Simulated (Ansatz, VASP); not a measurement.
**AlAs3: VASP beside Ansatz**

```
Al As
1.0
     5.25893    0.00000    0.00000
    -2.62947    4.55437    0.00000
     0.00000    0.00000    7.30174
Al As
2 6
Direct
  0.66667 0.33333 0.25000
  0.33333 0.66667 0.75000
  0.27510 0.27510 0.00000
  0.72490 0.72490 0.50000
  0.27510 0.00000 0.50000
  0.00000 0.72490 0.00000
  0.72490 0.00000 0.00000
  0.00000 0.27510 0.50000
```

Change from the starting cell: species swapped into the PI3 type (P6_3, No. 173).

Alike in both runs: functional PBE; k mesh 6 × 6 × 4; occupations gaussian, width 0.1 eV; no spin polarisation.

Ansatz relaxed the structure, and its values are those at the end. VASP's run is a single point on that final structure, the one shown.

|  | VASP | Ansatz |
| --- | --- | --- |
| version | VASP 6.6.1 | Ansatz 0.2.0 |
| potentials or method | VASP PAW PBE potentials, release 64 (Al, As), cutoff 520 eV | scalar-relativistic, plane waves, PAW |
| valence electrons in the cell | 36 | 96 |

Ansatz gave:

* gap on the k mesh at the Fermi level (eV): none
* pressure (GPa): 0.2
* rms of the force components (eV/Å): 0.002

What did VASP give for the same quantities?

gap on the k mesh at the Fermi level (eV): none; pressure (GPa): 0.4; rms of the force components (eV/Å): 0.025.

A gap of «none» marks a metal or a gap that the smearing closes. VASP's potentials hold 36 valence electrons a cell and Ansatz's 96, so a difference there can come from the potentials and not from the codes.
